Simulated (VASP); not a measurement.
Crystal: Hf.

```
Hf
1.0
     0.11927    2.34305    1.99282
     2.32109    0.12480    1.98729
     2.44975    2.46619   -0.00387
Hf
1
Cartesian
  0.0000 0.0000 0.0000
```

```yaml
Program: VASP 6.6.1
Task: relaxation of cell and atoms
Functional: BLYP
Dispersion: D4
Potentials_or_basis: VASP PAW PBE potentials, release 64 (Hf_pv)
Cutoff: 600 eV
k_mesh: 11 × 11 × 10
Occupations: fermi-dirac, width 0.05 eV
Spin: no spin polarisation
```

At the start: pressure 3.8 GPa; volume 21.64 Å³/atom.

Where does the relaxation end?

Over 23 steps the energy falls by 62.0 meV/atom and the volume is 22.49 Å³/atom (+3.9 %); space group Immm (No. 71, to 0.1 Å) before, Fm-3m (No. 225, to 0.1 Å).

Step by step:
| step | energy change (eV) | largest force (eV/Å) | pressure (GPa) | volume (Å³) |
| --- | --- | --- | --- | --- |
| 1 | 0.0000 | 0.0000 | 3.79 | 21.64 |
| 2 | -0.0021 | 0.0000 | -3.57 | 23.28 |
| 3 | -0.0105 | 0.0000 | -0.32 | 22.49 |
| 4 | -0.0147 | 0.0000 | -0.37 | 22.52 |
| 5 | -0.0313 | 0.0000 | -0.42 | 22.57 |
| 6 | -0.0459 | 0.0000 | -0.12 | 22.56 |
| 7 | -0.0477 | 0.0000 | -0.31 | 22.58 |
| 8 | -0.0480 | 0.0000 | -0.27 | 22.58 |
| 9 | -0.0500 | 0.0000 | -0.24 | 22.57 |
| 10 | -0.0516 | 0.0000 | -0.08 | 22.55 |
| 11 | -0.0519 | 0.0000 | -0.13 | 22.56 |
| 12 | -0.0546 | 0.0000 | -0.10 | 22.54 |
| 13 | -0.0602 | 0.0000 | 0.02 | 22.50 |
| 14 | -0.0571 | 0.0000 | 0.49 | 22.38 |
| 15 | -0.0614 | 0.0000 | 0.13 | 22.46 |
| 16 | -0.0614 | 0.0000 | 0.14 | 22.46 |
| 17 | -0.0617 | 0.0000 | 0.01 | 22.49 |
| 18 | -0.0619 | 0.0000 | -0.16 | 22.53 |
| 19 | -0.0619 | 0.0000 | -0.22 | 22.54 |
| 20 | -0.0619 | 0.0000 | 0.01 | 22.49 |
| 21 | -0.0620 | 0.0000 | 0.07 | 22.48 |
| 22 | -0.0620 | 0.0000 | 0.03 | 22.48 |
| 23 | -0.0620 | 0.0000 | -0.01 | 22.49 |

Final structure:
```
Hf
1.0
     0.00385    2.24174    2.23869
     2.24158    0.00248    2.24019
     2.24915    2.24623    0.00837
Hf
1
Direct
  0.00000 0.00000 0.00000
```

Caveat: the PAW data sets were made with another functional, which shifts forces and pressure a little.
